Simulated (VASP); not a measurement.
# Hf (I4_1/amd) in VASP: further runs

The runs below take Hf through relaxation of cell and atoms, with PBE.

Everything below comes from runs of VASP 6.6.1. Logs are shortened: lines on timing, memory, paths and dates and some standing lists are left out, and cuts for length are marked.

### 1 The cell of the first run

It takes space group I4_1/amd (No. 141, tetragonal). The conventional cell has a = 4.098 Å, b = 4.098 Å, c = 2.254 Å, α = 90.00°, β = 90.00°, γ = 90.00°. Within 2.8 Å of Hf (site symmetry -4m2) lie 10 Hf at 2.12 to 2.66 Å.

### 2 Relaxation of cell and atoms, PBE, target pressure 430 GPa, at which the enthalpy is minimised

INCAR

```
SYSTEM = Hf
ALGO = Normal
EDIFF = 1E-6
EDIFFG = -0.005
ENCUT = 600
GGA = PE
IBRION = 2
ISIF = 3
ISMEAR = -1
LASPH = .TRUE.
LCHARG = .FALSE.
LREAL = .FALSE.
LWAVE = .FALSE.
NELM = 60
NSW = 60
PREC = Accurate
PSTRESS = 4300.0
SIGMA = 0.08
```

KPOINTS

```
k-points
0
G
  19 19 19
  0 0 0
```

POSCAR

```
Hf
1.0
   -2.0488184146      2.0488184146      1.1268501280
    2.0488184146     -2.0488184146      1.1268501280
    2.0488184146      2.0488184146     -1.1268501280
Hf
2
Direct
   -0.3750000000     -0.1250000000     -0.2500000000
    0.3750000000      0.1250000000      0.2500000000
```

Potentials or basis: VASP PAW PBE potentials, release 64 (Hf_pv).

Command:

```sh
$ cat potpaw_PBE.64/Hf_pv/POTCAR > POTCAR
$ mpirun -np 1 vasp_std > vasp.out
```

OUTCAR:

```text
SYSTEM = Hf
   EDIFF = 1E-6
   EDIFFG = -0.005
   ENCUT = 600
   GGA = PE
   IBRION = 2
   ISIF = 3
   ISMEAR = -1
   LASPH = .TRUE.
   LREAL = .FALSE.
   NELM = 60
   NSW = 60
   PREC = Accurate
   PSTRESS = 4300.0

 ion  position               nearest neighbor table
   1  0.625  0.875  0.750-   2 2.12   2 2.12   2 2.12   2 2.12   2 2.66   2 2.66   2 2.66   2 2.66
                             2 3.48   2 3.48
   2  0.375  0.125  0.250-   1 2.12   1 2.12   1 2.12   1 2.12   1 2.66   1 2.66   1 2.66   1 2.66
                             1 3.48   1 3.48

  LATTYP: Found a body centered tetragonal cell.
 ALAT       =     4.0976368292
 C/A-ratio  =     0.5500000000

  Lattice vectors:

 A1 = (  -2.0488184146,   2.0488184146,   1.1268501280)
 A2 = (   2.0488184146,  -2.0488184146,   1.1268501280)
 A3 = (   2.0488184146,   2.0488184146,  -1.1268501280)

Analysis of symmetry for initial positions (statically):
=====================================================================
 Subroutine PRICEL returns:
 Original cell was already a primitive cell.

 Routine SETGRP: Setting up the symmetry group for a
 body centered tetragonal supercell.

 Subroutine GETGRP returns: Found 16 space group operations
 (whereof  4 operations were pure point group operations)
 out of a pool of 16 trial point group operations.

The static configuration has the point symmetry C_2h.
 The point group associated with its full space group is D_4h.

Analysis of symmetry for dynamics (positions and initial velocities):
=====================================================================
 Subroutine PRICEL returns:
 Original cell was already a primitive cell.

 Routine SETGRP: Setting up the symmetry group for a
 body centered tetragonal supercell.

 Subroutine GETGRP returns: Found 16 space group operations
 (whereof  4 operations were pure point group operations)
 out of a pool of 16 trial point group operations.

The dynamic configuration has the point symmetry C_2h.
 The point group associated with its full space group is D_4h.

 Subroutine INISYM returns: Found 16 space group operations
 (whereof  4 operations are pure point group operations),
 and found     1 'primitive' translations

----------------------------------------------------------------------------------------

                                     Primitive cell

  volume of cell :      18.9205

  direct lattice vectors                    reciprocal lattice vectors
    -2.048818415  2.048818415  1.126850128     0.000000000  0.244043101  0.443714730
     2.048818415 -2.048818415  1.126850128     0.244043101  0.000000000  0.443714730
     2.048818415  2.048818415 -1.126850128     0.244043101  0.244043101  0.000000000

  length of vectors
     3.108875199  3.108875199  3.108875199     0.506398851  0.506398851  0.345129064

  position of ions in fractional coordinates (direct lattice)
     0.625000000  0.875000000  0.750000000
     0.375000000  0.125000000  0.250000000

  ion indices of the primitive-cell ions
   primitive index   ion index
                 1           1
                 2           2

----------------------------------------------------------------------------------------

 KPOINTS: k-points

Automatic generation of k-mesh.
 Grid dimensions read from file:
 generate k-points for:   19   19   19

 Generating k-lattice:

  Cartesian coordinates                     Fractional coordinates (reciprocal lattice)
     0.000000000  0.012844374  0.023353407     0.052631579  0.000000000 -0.000000000
     0.012844374  0.000000000  0.023353407     0.000000000  0.052631579 -0.000000000
     0.012844374  0.012844374  0.000000000     0.000000000  0.000000000  0.052631579

  Length of vectors
     0.026652571  0.026652571  0.018164688

  Shift w.r.t. Gamma in fractional coordinates (k-lattice)
     0.000000000  0.000000000  0.000000000

 Subroutine IBZKPT returns following result:
 ===========================================

 Found    550 irreducible k-points:

 Following reciprocal coordinates:
            Coordinates               Weight
  0.000000  0.000000  0.000000      1.000000
  0.052632 -0.000000  0.000000      8.000000
  0.105263 -0.000000  0.000000      8.000000
  0.157895  0.000000  0.000000      8.000000
  0.210526  0.000000 -0.000000      8.000000
  0.263158  0.000000  0.000000      8.000000
[... 16 lines left out ...]
 -0.315789  0.052632  0.000000     16.000000
 -0.263158  0.052632 -0.000000     16.000000
 [... further k-points ...]
   k-points           NKPTS =    550   k-points in BZ     NKDIM =    550   number of bands    NBANDS=     14
   number of dos      NEDOS =    301   number of ions     NIONS =      2
   total plane-waves  NPLWV =  21952
   dimension x,y,z NGX =    28 NGY =   28 NGZ =   28
   dimension x,y,z NGXF=    56 NGYF=   56 NGZF=   56
   ions per type =               2
   NGX,Y,Z   is equivalent  to a cutoff of  14.97, 14.97, 14.97 a.u.
   NGXF,Y,Z  is equivalent  to a cutoff of  29.95, 29.95, 29.95 a.u.
 SYSTEM =  Hf
   PREC   = accura    normal or accurate (medium, high low for compatibility)
   ISTART =      0    job   : 0-new  1-cont  2-samecut
   ICHARG =      2    charge: 1-file 2-atom 10-const
   ISPIN  =      1    spin polarized calculation?
   LNONCOLLINEAR =      F non collinear calculations
   LSORBIT =      F    spin-orbit coupling
   LASPH  =      T    aspherical Exc in radial PAW
   ENCUT  =  600.0 eV  44.10 Ry    6.64 a.u.   6.21  6.21  6.21*2*pi/ulx,y,z
   NELM   =     60;   NELMIN=  2; NELMDL= -5     # of ELM steps
   EDIFF  = 0.1E-05   stopping-criterion for ELM
   LREAL  =      F    real-space projection
   EDIFFG = -.5E-02   stopping-criterion for IOM
   NSW    =     60    number of steps for IOM
   IBRION =      2    ionic relax: 0-MD 1-quasi-New 2-CG
   NFREE  =      1    steps in history (QN), initial steepest desc. (CG)
   ISIF   =      3    stress and relaxation
   ISYM   =      2    0-nonsym 1-usesym 2-fastsym
   POTIM  = 0.5000    time-step for ionic-motion
   TEBEG  =    0.0;   TEEND  =   0.0 temperature during run
   PSTRESS= 4300.0 pullay stress
   NELECT =      20.0000    total number of electrons
   NUPDOWN=      -1.0000    fix difference up-down
   EMIN   =  10.00;   EMAX   =-10.00  energy-range for DOS
   EFERMI =   0.00;   METHOD = LEGACY
   ISMEAR =    -1;   SIGMA  =   0.08  broadening in eV -4-tet -1-fermi 0-gaus
   EFERMI_NEDOS =   21; number of points for ismear=-14 and -15
   IALGO  =     38    algorithm
   IMIX   =      4    mixing-type and parameters
     AMIX     =   0.40;   BMIX     =  1.00
     AMIX_MAG =   1.60;   BMIX_MAG =  1.00
  volume/ion in A,a.u.               =       9.46        63.84
  Fermi-wavevector in a.u.,A,eV,Ry     =   1.667659  3.151418 37.838959  2.781085
  Thomas-Fermi vector in A             =   2.753642
   LORBIT       =      0    0 simple, 1 ext, 2 COOP (PROOUT), +10 PAW based schemes
   GGA     = PE    functional components
   LHFCALC =     F    Hartree Fock is set to
   AEXX    =    0.0000 exact exchange contribution
   IVDW    =     0    specifies the selected vdW correction
   LEPSILON=     F    determine dielectric tensor
   LRPA    =     F    only Hartree local field effects (RPA)
 conjugate gradient relaxation of ions
 non-spin polarized calculation
  energy-cutoff  :      600.00
  volume of cell :       18.92
 maximum number of plane-waves:       654
 NGX is ok and might be reduce to    28
   NGX = 13   NGY = 13   NGZ = 13

--------------------------------------- Ionic step        1  -------------------------------------------

 number of electron      20.0000000 magnetization

 Free energy of the ion-electron system (eV)
  ---------------------------------------------------
  ext. energy  EPLUGINS =         0.00000000
  ---------------------------------------------------
  free energy    TOTEN  =        -0.94224678 eV

  energy without entropy =       -0.92283174  energy(sigma->0) =       -0.93253926

------------------------ aborting loop because EDIFF is reached ----------------------------------------

  FORCE on cell =-STRESS in cart. coord.  units (eV):
  Direction    XX          YY          ZZ          XY          YZ          ZX
  --------------------------------------------------------------------------------------
  -------------------------------------------------------------------------------------
  Total       53.1215066     53.1215066     52.6817505      0.0000000      0.0000000      0.0000000
  in kB     4498.2944351   4498.2944351   4461.0561731      0.0000000      0.0000000      0.0000000
  external PRESSURE =     185.8816811 kB  Pullay stress =    4300.0000000 kB

 VOLUME and BASIS-vectors are now :
 -----------------------------------------------------------------------------
  energy-cutoff  :      600.00
  volume of cell :       18.92
      direct lattice vectors                 reciprocal lattice vectors
    -2.048818415  2.048818415  1.126850128     0.000000000  0.244043101  0.443714730
     2.048818415 -2.048818415  1.126850128     0.244043101  0.000000000  0.443714730
     2.048818415  2.048818415 -1.126850128     0.244043101  0.244043101  0.000000000
[... 274 lines left out ...]
  FREE ENERGIE OF THE ION-ELECTRON SYSTEM (eV)
  ---------------------------------------------------
  free  energy   TOTEN  =        -1.6930056039 eV

  energy  without entropy=       -1.6733076008  energy(sigma->0) =       -1.68315660

  enthalpy is  TOTEN    =        49.8236916650 eV   P V=       51.5166972689

--------------------------------------- Ionic step        9  -------------------------------------------

 number of electron      20.0000000 magnetization

 Free energy of the ion-electron system (eV)
  ---------------------------------------------------
  ext. energy  EPLUGINS =         0.00000000
  ---------------------------------------------------
  free energy    TOTEN  =        -1.60222113 eV

  energy without entropy =       -1.58256942  energy(sigma->0) =       -1.59239527

 E-fermi :  12.3325     XC(G=0): -15.7811

 val. band max:       12.3295070432   @ k =  -0.1579  -0.4737   0.1053
 cond. band min:      12.3329648933   @ k =  -0.3684   0.4211   0.3684
 fundamental gap:      0.0034578501
 Fermi energy:        12.3325163030

 k-point     1 :       0.0000    0.0000    0.0000
  band No.  band energies     occupation
      1     -21.9080      2.00000
      2     -21.9080      2.00000
      3     -14.8567      2.00000
      4     -14.7510      2.00000
      5     -14.5601      2.00000
      6     -14.5601      2.00000
      7       1.7943      2.00000
      8       5.0180      2.00000
      9       7.9265      2.00000
     10       9.1800      2.00000
     11      10.4794      2.00000
     12      17.4992      0.00000
     13      17.4992      0.00000
     14      18.4187      0.00000

 k-point     2 :       0.0526   -0.0000    0.0000
  band No.  band energies     occupation
      1     -21.8948      2.00000
      2     -21.8355      2.00000
      3     -15.1417      2.00000
      4     -15.0143      2.00000
      5     -14.5755      2.00000
      6     -14.5527      2.00000
      7       1.9295      2.00000
      8       5.3274      2.00000
      9       8.0370      2.00000
     10       9.5589      2.00000
[... 362 lines left out ...]
 k-point    24 :      -0.2632    0.0526   -0.0000
  band No.  band energies     occupation
      1     -21.7730      2.00000
      2     -20.6500      2.00000
      3     -18.3399      2.00000
      4     -17.3589      2.00000
      5     -15.6787      2.00000
      6     -14.4763      2.00000
      7       4.2012      2.00000
      8       7.6950      2.00000
      9       8.5289      2.00000
     10      10.6577      2.00000
     11      12.6657      0.03060
     12      14.0787      0.00000
     13      16.6984      0.00000
     14      20.0751      0.00000

 [... further k-points ...]

------------------------ aborting loop because EDIFF is reached ----------------------------------------

  FORCE on cell =-STRESS in cart. coord.  units (eV):
  Direction    XX          YY          ZZ          XY          YZ          ZX
  --------------------------------------------------------------------------------------
  -------------------------------------------------------------------------------------
  Total       51.4269890     51.4269890     51.4252910     -0.0000000      0.0000000     -0.0000000
  in kB     4300.1127746   4300.1127746   4299.9708003     -0.0000000      0.0000000     -0.0000000
  external PRESSURE =       0.0654498 kB  Pullay stress =    4300.0000000 kB

 VOLUME and BASIS-vectors are now :
 -----------------------------------------------------------------------------
  energy-cutoff  :      600.00
  volume of cell :       19.16
      direct lattice vectors                 reciprocal lattice vectors
    -2.059084545  2.059084545  1.129830995     0.000000000  0.242826358  0.442544064
     2.059084545 -2.059084545  1.129830995     0.242826358  0.000000000  0.442544064
     2.059084545  2.059084545 -1.129830995     0.242826358  0.242826358  0.000000000

 POSITION                                       TOTAL-FORCE (eV/Angst)
 -----------------------------------------------------------------------------------
      2.05908      1.02954      0.84737         0.000000     -0.000000      0.000000
     -0.00000      1.02954      0.28246        -0.000000      0.000000     -0.000000
 -----------------------------------------------------------------------------------
    total drift:                                0.000000      0.000000     -0.000000

  FREE ENERGIE OF THE ION-ELECTRON SYSTEM (eV)
  ---------------------------------------------------
  free  energy   TOTEN  =        -1.6022211262 eV

  energy  without entropy=       -1.5825694174  energy(sigma->0) =       -1.59239527

  enthalpy is  TOTEN    =        49.8234191097 eV   P V=       51.4256402359

 reached required accuracy - stopping structural energy minimisation
```

Run time: 6.2 min. Hardware: 1 thread of Intel Xeon 6975P-C (Granite Rapids), shared host; peak memory 0.31 GiB.

What came out:

| Item | Value |
| --- | --- |
| Free energy | -1.6022 eV |
| Relaxed volume | 9.58 Å³/atom |
| Relaxed cell | a = 3.123 Å, b = 3.123 Å, c = 3.123 Å, α = 97.52°, β = 97.52°, γ = 137.59° |
| Space group after relaxing (to 0.05 Å) | I4_1/amd (No. 141) |
| Energy change on relaxing (the enthalpy is what falls) | -330.0 meV/atom |
| Ionic steps | 9 |
| Pressure after relaxing | 430.0 GPa |
| Band gap on the k mesh | zero (band 10 reaches 14.01 eV, above the bottom of band 11 at 9.73 eV) |

The path:
```csv
step,energy change (eV),largest force (eV/Å),pressure (GPa),volume (Å³)
1,0.0000,0.0000,448.59,18.92
2,-6.8599,0.0000,265.57,22.09
3,-0.7235,0.0000,428.25,19.18
4,-0.6649,0.0000,429.88,19.16
5,-0.6519,0.0000,430.24,19.16
6,-0.6385,0.0000,430.55,19.15
7,-0.6482,0.0000,430.33,19.16
8,-0.7508,0.0000,427.45,19.20
9,-0.6600,0.0000,430.01,19.16
```

Final structure:
```
Hf
1.0
    -2.05908    2.05908    1.12983
     2.05908   -2.05908    1.12983
     2.05908    2.05908   -1.12983
Hf
2
Direct
  0.62500 0.87500 0.75000
  0.37500 0.12500 0.25000
```

Caveat: the cell is relaxed towards a set pressure, so the enthalpy falls and the energy may rise; spin-orbit coupling is left out, which moves the levels of the heavy elements.

### 3 Relaxation of cell and atoms, PBE, target pressure 430 GPa, at which the enthalpy is minimised

This run uses another cell than the first one, of 9.65 Å³/atom, 1.020 times its volume.

INCAR

```
ALGO = Normal ; EDIFF = 1E-6
EDIFFG = -0.005 ; ENCUT = 600
GGA = PE ; IBRION = 2
ISIF = 3 ; ISMEAR = -1
LASPH = T ; LCHARG = F
LREAL = F ; LWAVE = F
NELM = 60 ; NSW = 32
PREC = Accurate ; PSTRESS = 4300.0
SIGMA = 0.08
```

KPOINTS

```
k-points
0
Gamma
  19 19 19
```

POSCAR

```
Hf
1.0
   -2.0657231039      2.0657231039      1.1309007645
    2.0657231039     -2.0657231039      1.1309007645
    2.0657231039      2.0657231039     -1.1309007645
Hf
2
Direct
   -0.3750000000     -0.1250000000     -0.2500000000
    0.3750000000      0.1250000000      0.2500000000
```

Potentials or basis: VASP PAW PBE potentials, release 64 (Hf_pv).

Command:

```sh
$ cat potpaw_PBE.64/Hf_pv/POTCAR > POTCAR
$ mpirun -np 1 vasp_std > vasp.out
```

Run time: 6.3 min. Hardware: 1 thread of Intel Xeon 6975P-C (Granite Rapids), shared host; peak memory 0.33 GiB.

The run converged. Its results:

```
Free energy                                            : -1.6023 eV
Relaxed volume                                         : 9.58 Å³/atom
Relaxed cell                                           : a = 3.124 Å, b = 3.124 Å, c = 3.124 Å, α = 97.52°, β = 97.52°, γ = 137.59°
Space group after relaxing (to 0.05 Å)                 : I4_1/amd (No. 141)
Energy change on relaxing (the enthalpy is what falls) : +188.1 meV/atom
Ionic steps                                            : 10
Pressure after relaxing                                : 430.0 GPa
Band gap on the k mesh                                 : zero (band 10 reaches 14.01 eV, above the bottom of band 11 at 9.73 eV)
```

Step by step:
| step | energy change (eV) | largest force (eV/Å) | pressure (GPa) | volume (Å³) |
| --- | --- | --- | --- | --- |
| 1 | 0.0000 | 0.0000 | 419.51 | 19.30 |
| 2 | 5.2503 | 0.0000 | 571.52 | 17.59 |
| 3 | 0.3631 | 0.0000 | 429.44 | 19.17 |
| 4 | 0.3865 | 0.0000 | 430.28 | 19.16 |
| 5 | 0.3787 | 0.0000 | 430.06 | 19.16 |
| 6 | 0.3606 | 0.0000 | 429.61 | 19.17 |
| 7 | 0.3730 | 0.0000 | 429.91 | 19.16 |
| 8 | 0.3731 | 0.0000 | 429.91 | 19.16 |
| 9 | 0.4006 | 0.0000 | 430.69 | 19.15 |
| 10 | 0.3763 | 0.0000 | 430.00 | 19.16 |

Final structure:
```
Hf
1.0
    -2.05912    2.05912    1.12979
     2.05912   -2.05912    1.12979
     2.05912    2.05912   -1.12979
Hf
2
Direct
  0.62500 0.87500 0.75000
  0.37500 0.12500 0.25000
```

Levels at points of the mesh, in eV from the Fermi level:
```tsv
k point	band 7	band 8	band 9	band 10	band 11	band 12	band 13	band 14
(0.00, 0.00, 0.00)	-10.54	-7.31	-4.41	-3.15	-1.85	5.17	5.17	6.09
```

Caveat: the cell is relaxed towards a set pressure, so the enthalpy falls and the energy may rise; spin-orbit coupling is left out, which moves the levels of the heavy elements.
